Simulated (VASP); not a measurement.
Runs of VASP 6.6.1 on TaN. Symmetry: P-6m2, No. 187, hexagonal system. Conventional cell: a = 2.938 Å, b = 2.938 Å, c = 2.883 Å, α = 90.00°, β = 90.00°, γ = 120.00°. Ta (site symmetry -6m2) has 6 N at 2.23 Å and 2 Ta at 2.88 Å within 2.9 Å. Within 2.9 Å of N (site symmetry -6m2) lie 6 Ta at 2.23 Å and 2 N at 2.88 Å. 

```tsv
smearing	gap on the mesh (eV)	pressure (GPa)
fermi-dirac 0.3 eV	none	-9.6
fermi-dirac 0.2 eV	none	-9.8
fermi-dirac 0.1 eV	none	-9.8
fermi-dirac 0.5 eV	none	(a)
```

Alike in all rows: task single point; level LDA; potentials or basis VASP PAW LDA potentials, release 64 (Ta_pv, N); no spin polarisation; cell as given; k mesh 12 × 12 × 10; cutoff (eV) 520.

**Question.** Estimate the missing entries.

**Answer.** (a) -8.4.

Caveats: spin-orbit coupling is left out, which moves the levels of the heavy elements.

A k mesh can miss the band edges, and the runs leave out spin-orbit coupling on Ta.

A gap of «none» marks levels without a gap at the run's occupations.
